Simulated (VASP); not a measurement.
# Mg3BeS (R3) in VASP: further runs, part 2 of 2

VASP 6.6.1. Earlier steps stand in the parts before.

### Step 3. Single point, PBE

This run uses another cell than the first one, of 22.03 Å³/atom.

Contents of INCAR:

```
ALGO = Normal
EDIFF = 1E-6
ENCUT = 520
GGA = PE
ISIF = 2
ISMEAR = 0
LASPH = True
LCHARG = False
LREAL = False
LWAVE = False
NBANDS = 15
NELM = 80
PREC = Accurate
SIGMA = 0.1
```

Contents of KPOINTS:

```
k-points
0
Gamma
  12 12 12
```

Contents of POSCAR:

```
Mg3BeS
1.0
    3.1331973015      1.8089523055      3.2396183424
   -3.1331973015      1.8089523055      3.2396183424
    0.0000000000     -3.6179046109      3.2396183424
Mg Be S
3 1 1
Direct
    0.4952702096      0.7606156892      0.0996713372
    0.0996713372      0.4952702096      0.7606156892
    0.7606156892      0.0996713372      0.4952702096
    0.6035052933      0.6035052933      0.6035052933
    0.0098374608      0.0098374608      0.0098374608
```

Potentials or basis: VASP PAW PBE potentials, release 64 (Mg, Be, S).

The run is started by

```bash
$ cat potpaw_PBE.64/Mg/POTCAR potpaw_PBE.64/Be/POTCAR potpaw_PBE.64/S/POTCAR > POTCAR
$ mpirun -np 1 vasp_std > vasp.out
```

OUTCAR:

```text
EDIFF = 1E-6
   ENCUT = 520
   GGA = PE
   ISIF = 2
   ISMEAR = 0
   LASPH = True
   LREAL = False
   NELM = 80
   PREC = Accurate

 ion  position               nearest neighbor table
   1  0.495  0.761  0.100-   5 2.53   4 2.55   4 2.59   5 2.89   3 3.27   2 3.27   2 3.29   3 3.29
                             3 3.61   2 3.61
   2  0.100  0.495  0.761-   5 2.53   4 2.55   4 2.59   5 2.89   1 3.27   3 3.27   3 3.29   1 3.29
                             3 3.61   1 3.61
   3  0.761  0.100  0.495-   5 2.53   4 2.55   4 2.59   5 2.89   1 3.27   2 3.27   2 3.29   1 3.29
                             2 3.61   1 3.61
   4  0.604  0.604  0.604-   3 2.55   1 2.55   2 2.55   2 2.59   1 2.59   3 2.59
   5  0.010  0.010  0.010-   1 2.53   3 2.53   2 2.53   3 2.89   2 2.89   1 2.89

  LATTYP: Found a trigonal (rhomboedric) cell.
 ALAT       =     4.8563732124
 COS(alpha) =     0.1675054989

  Lattice vectors:

 A1 = (   3.1331973015,   1.8089523055,   3.2396183424)
 A2 = (  -3.1331973015,   1.8089523055,   3.2396183424)
 A3 = (   0.0000000000,  -3.6179046109,   3.2396183424)

Analysis of symmetry for initial positions (statically):
=====================================================================
 Subroutine PRICEL returns:
 Original cell was already a primitive cell.

 Routine SETGRP: Setting up the symmetry group for a
 trigonal (rhombohedral) supercell.

 Subroutine GETGRP returns: Found  3 space group operations
 (whereof  3 operations were pure point group operations)
 out of a pool of 12 trial point group operations.

The static configuration has the point symmetry C_3 .

Analysis of symmetry for dynamics (positions and initial velocities):
=====================================================================
 Subroutine PRICEL returns:
 Original cell was already a primitive cell.

 Routine SETGRP: Setting up the symmetry group for a
 trigonal (rhombohedral) supercell.

 Subroutine GETGRP returns: Found  3 space group operations
 (whereof  3 operations were pure point group operations)
 out of a pool of 12 trial point group operations.

The dynamic configuration has the point symmetry C_3 .

 Subroutine INISYM returns: Found  3 space group operations
 (whereof  3 operations are pure point group operations),
 and found     1 'primitive' translations

----------------------------------------------------------------------------------------

                                     Primitive cell

  volume of cell :     110.1691

  direct lattice vectors                    reciprocal lattice vectors
     3.133197302  1.808952306  3.239618342     0.159581396  0.092134362  0.102892779
    -3.133197302  1.808952306  3.239618342    -0.159581396  0.092134362  0.102892779
     0.000000000 -3.617904611  3.239618342     0.000000000 -0.184268724  0.102892779

  length of vectors
     4.856373212  4.856373212  4.856373212     0.211049489  0.211049489  0.211049489

  position of ions in fractional coordinates (direct lattice)
     0.495270210  0.760615689  0.099671337
     0.099671337  0.495270210  0.760615689
     0.760615689  0.099671337  0.495270210
     0.603505293  0.603505293  0.603505293
     0.009837461  0.009837461  0.009837461

  ion indices of the primitive-cell ions
   primitive index   ion index
[... 63 lines left out ...]
   dimension x,y,z NGXF=    72 NGYF=   72 NGZF=   72
   ions per type =               3   1   1
   NGX,Y,Z   is equivalent  to a cutoff of  12.32, 12.32, 12.32 a.u.
   NGXF,Y,Z  is equivalent  to a cutoff of  24.65, 24.65, 24.65 a.u.
 SYSTEM =  unknown system
   PREC   = accura    normal or accurate (medium, high low for compatibility)
   ISTART =      0    job   : 0-new  1-cont  2-samecut
   ICHARG =      2    charge: 1-file 2-atom 10-const
   ISPIN  =      1    spin polarized calculation?
   LNONCOLLINEAR =      F non collinear calculations
   LSORBIT =      F    spin-orbit coupling
   LASPH  =      T    aspherical Exc in radial PAW
   ENCUT  =  520.0 eV  38.22 Ry    6.18 a.u.   9.03  9.03  9.03*2*pi/ulx,y,z
   NELM   =     80;   NELMIN=  2; NELMDL= -5     # of ELM steps
   EDIFF  = 0.1E-05   stopping-criterion for ELM
   LREAL  =      F    real-space projection
   EDIFFG = 0.1E-04   stopping-criterion for IOM
   NSW    =      0    number of steps for IOM
   IBRION =     -1    ionic relax: 0-MD 1-quasi-New 2-CG
   NFREE  =      0    steps in history (QN), initial steepest desc. (CG)
   ISIF   =      2    stress and relaxation
   ISYM   =      2    0-nonsym 1-usesym 2-fastsym
   POTIM  = 0.5000    time-step for ionic-motion
   TEBEG  =    0.0;   TEEND  =   0.0 temperature during run
   PSTRESS=    0.0 pullay stress
   NELECT =      14.0000    total number of electrons
   NUPDOWN=      -1.0000    fix difference up-down
   EMIN   =  10.00;   EMAX   =-10.00  energy-range for DOS
   EFERMI =   0.00;   METHOD = LEGACY
   ISMEAR =     0;   SIGMA  =   0.10  broadening in eV -4-tet -1-fermi 0-gaus
   EFERMI_NEDOS =   21; number of points for ismear=-14 and -15
   IALGO  =     38    algorithm
   IMIX   =      4    mixing-type and parameters
     AMIX     =   0.40;   BMIX     =  1.00
     AMIX_MAG =   1.60;   BMIX_MAG =  1.00
  volume/ion in A,a.u.               =      22.03       148.69
  Fermi-wavevector in a.u.,A,eV,Ry     =   0.823059  1.555356  9.216937  0.677426
  Thomas-Fermi vector in A             =   1.934503
   LORBIT       =      0    0 simple, 1 ext, 2 COOP (PROOUT), +10 PAW based schemes
   GGA     = PE    functional components
   LHFCALC =     F    Hartree Fock is set to
   AEXX    =    0.0000 exact exchange contribution
   IVDW    =     0    specifies the selected vdW correction
   LEPSILON=     F    determine dielectric tensor
   LRPA    =     F    only Hartree local field effects (RPA)
 non-spin polarized calculation
 Gauss-broadening in eV      SIGMA  =   0.10
  energy-cutoff  :      520.00
  volume of cell :      110.17
 maximum number of plane-waves:      2994
   NGX = 19   NGY = 19   NGZ = 19

 number of electron      14.0000000 magnetization

 Free energy of the ion-electron system (eV)
  ---------------------------------------------------
  ext. energy  EPLUGINS =         0.00000000
  ---------------------------------------------------
  free energy    TOTEN  =       -12.34275279 eV

  energy without entropy =      -12.32612548  energy(sigma->0) =      -12.33443913

 E-fermi :   2.5201     XC(G=0):  -8.3414

 val. band max:        2.5168946917   @ k =  -0.3333   0.1667   0.1667
 cond. band min:       2.5211854095   @ k =  -0.2500  -0.0833  -0.1667
 fundamental gap:      0.0042907179
 Fermi energy:         2.5200954492

 k-point     1 :       0.0000    0.0000    0.0000
  band No.  band energies     occupation
      1     -10.5365      2.00000
      2      -2.4670      2.00000
      3      -1.3010      2.00000
      4      -1.3010      2.00000
      5      -0.9219      2.00000
      6       2.6569      0.05301
      7       2.6569      0.05301
      8       2.8369      0.00001
      9       4.3873      0.00000
     10       4.3873      0.00000
     11       5.2157      0.00000
     12       7.0368      0.00000
     13       7.0368      0.00000
     14       8.1693      0.00000
[... 401 lines left out ...]
      2      -2.9416      2.00000
      3      -1.4157      2.00000
      4      -1.0914      2.00000
      5      -0.4658      2.00000
      6       1.6818      2.00000
      7       2.5041      1.17912
      8       2.9933      0.00000
      9       4.2651      0.00000
     10       5.1712      0.00000
     11       6.0683      0.00000
     12       6.5915      0.00000
     13       7.2404      0.00000
     14       8.0000      0.00000
     15       8.4217      0.00000

 [... further k-points ...]

------------------------ aborting loop because EDIFF is reached ----------------------------------------

  FORCE on cell =-STRESS in cart. coord.  units (eV):
  Direction    XX          YY          ZZ          XY          YZ          ZX
  --------------------------------------------------------------------------------------
  -------------------------------------------------------------------------------------
  Total       -0.0588392     -0.0588392     -0.0747718     -0.0000001     -0.0000000     -0.0000000
  in kB       -0.8556916     -0.8556916     -1.0873974     -0.0000011     -0.0000000     -0.0000000
  external PRESSURE =      -0.9329269 kB  Pullay stress =       0.0000000 kB

 VOLUME and BASIS-vectors are now :
 -----------------------------------------------------------------------------
  energy-cutoff  :      520.00
  volume of cell :      110.17
      direct lattice vectors                 reciprocal lattice vectors
     3.133197302  1.808952306  3.239618342     0.159581396  0.092134362  0.102892779
    -3.133197302  1.808952306  3.239618342    -0.159581396  0.092134362  0.102892779
     0.000000000 -3.617904611  3.239618342     0.000000000 -0.184268724  0.102892779

 POSITION                                       TOTAL-FORCE (eV/Angst)
 -----------------------------------------------------------------------------------
     -0.83138      1.91124      4.39149         0.000513      0.001189     -0.001461
     -1.23949     -1.67561      4.39149        -0.001286     -0.000151     -0.001461
      2.07087     -0.23562      4.39149         0.000774     -0.001039     -0.001461
      0.00000      0.00000      5.86538         0.000000      0.000000      0.002397
      0.00000      0.00000      0.09561         0.000000      0.000000      0.001987
 -----------------------------------------------------------------------------------
    total drift:                               -0.000000      0.000000      0.000715

  FREE ENERGIE OF THE ION-ELECTRON SYSTEM (eV)
  ---------------------------------------------------
  free  energy   TOTEN  =       -12.3427527860 eV

  energy  without entropy=      -12.3261254776  energy(sigma->0) =      -12.33443913
```

It took 8.6 min on 1 thread of AMD EPYC 7R13, shared host; peak memory 0.57 GiB.

Results:

```
Free energy            : -12.3428 eV
Pressure               : -0.1 GPa
Band gap on the k mesh : zero (bands 7 and 8 overlap by 1.61 eV)
```

Forces in eV/Å, atoms in the order of the input:
```
Mg   0.001  0.001 -0.001
Mg  -0.001  0.000 -0.001
Mg   0.001 -0.001 -0.001
Be   0.000  0.000  0.002
S    0.000  0.000  0.002
```

Levels at points of the mesh, in eV from the Fermi level:
```
           k point  band 3  band 4  band 5  band 6  band 7  band 8  band 9  band 10  band 11  band 12
(0.00, 0.00, 0.00)   -3.82   -3.82   -3.44    0.14    0.14    0.32    1.87     1.87     2.70     4.52
(0.50, 0.00, 0.00)   -3.67   -3.55   -2.56   -1.86    0.20    0.38    1.68     2.92     3.22     3.98
(0.50, 0.50, 0.00)   -4.72   -3.65   -3.41   -0.94    0.06    0.33    1.28     3.11     3.77     4.57
(0.50, 0.50, 0.50)   -4.26   -4.26   -3.21   -1.50   -1.32   -1.32    2.41     4.18     4.18     5.76
```
